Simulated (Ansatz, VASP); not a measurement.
# KCl in VASP and in Ansatz

```xyz
2
Lattice="0.0000 3.1035 3.1035 3.1035 0.0000 3.1035 3.1035 3.1035 0.0000" Properties=species:S:1:pos:R:3 pbc="T T T"
K     0.0000    0.0000    0.0000
Cl    3.1035    3.1035    3.1035
```

Alike in both runs: task single point; functional r2SCAN; k mesh 6 × 6 × 6; occupations gaussian, width 0.05 eV; no spin polarisation.

|  | VASP | Ansatz |
| --- | --- | --- |
| version | VASP 6.6.1 | Ansatz 0.2.0 |
| potentials or method | VASP PAW PBE potentials, release 64 (K_sv, Cl), cutoff 520 eV | scalar-relativistic, plane waves, PAW |
| valence electrons in the cell | 16 | 16 |

|  | VASP | Ansatz | Ansatz less VASP |
| --- | --- | --- | --- |
| gap on the k mesh at the Fermi level (eV) | 5.98 | 5.98 | -0.004 |
| least direct gap on the mesh (eV) | 5.98 | 5.98 | -0.004 |
| pressure (GPa) | 0.9 | 0.9 | +0.01 |

VASP's potentials were made for PBE, not for r2SCAN.
